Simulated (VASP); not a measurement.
A run of VASP 6.6.1:

Contents of INCAR:

```
PREC = Accurate
ENCUT = 520
EDIFF = 1E-8
ISMEAR = -1
SIGMA = 0.02
LREAL = Auto
LASPH = True
NELM = 100
ALGO = Normal
ISIF = 2
LWAVE = False
LCHARG = False
GGA = PE
LEFG = True
NBANDS = 118
```

Contents of KPOINTS:

```
regular mesh
0
Gamma
  3 3 3
```

Contents of POSCAR:

```
CsTlF4
1.0
    6.5644075700      0.0000000000      0.0000000000
    0.0000000000      8.4582358200      0.0000000000
    0.0000000000      0.0000000000      8.5415860600
Cs Tl F
4 4 16
Direct
    0.4834192200      0.8022325300      0.2500000000
    0.5165807800      0.1977674700      0.7500000000
    0.5165807800      0.3022325300      0.2500000000
    0.4834192200      0.6977674700      0.7500000000
    0.0000000000      0.0000000000      0.5000000000
    0.0000000000      0.0000000000      0.0000000000
    0.0000000000      0.5000000000      0.5000000000
    0.0000000000      0.5000000000      0.0000000000
    0.7055233900      0.9324234200      0.5563337100
    0.2944766100      0.0675765800      0.0563337100
    0.2944766100      0.4324234200      0.5563337100
    0.7055233900      0.5675765800      0.0563337100
    0.9024845200      0.9798175900      0.2500000000
    0.0975154800      0.0201824100      0.7500000000
    0.0975154800      0.4798175900      0.2500000000
    0.9024845200      0.5201824100      0.7500000000
    0.8820638300      0.2500000000      0.5000000000
    0.1179361700      0.7500000000      0.0000000000
    0.1179361700      0.7500000000      0.5000000000
    0.8820638300      0.2500000000      0.0000000000
    0.7055233900      0.5675765800      0.4436662900
    0.2944766100      0.4324234200      0.9436662900
    0.2944766100      0.0675765800      0.4436662900
    0.7055233900      0.9324234200      0.9436662900
```

Potentials or basis: VASP PAW PBE potentials, release 64 (Cs_sv, Tl_d, F).

Command:

```bash
$ cat potpaw_PBE.64/Cs_sv/POTCAR potpaw_PBE.64/Tl_d/POTCAR potpaw_PBE.64/F/POTCAR > POTCAR
$ mpirun -np 1 vasp_std > vasp.out
```

Hardware: 1 thread of Intel(R) Xeon(R) Platinum 8488C (Sapphire Rapids), with other jobs on the host.

Problem. How long does it take, and how much memory?

Solution. Run time: 9.3 min on 1 thread of Intel(R) Xeon(R) Platinum 8488C (Sapphire Rapids), with other jobs on the host, peak memory 0.62 GiB. Counts: scf iterations 21, k points 8.
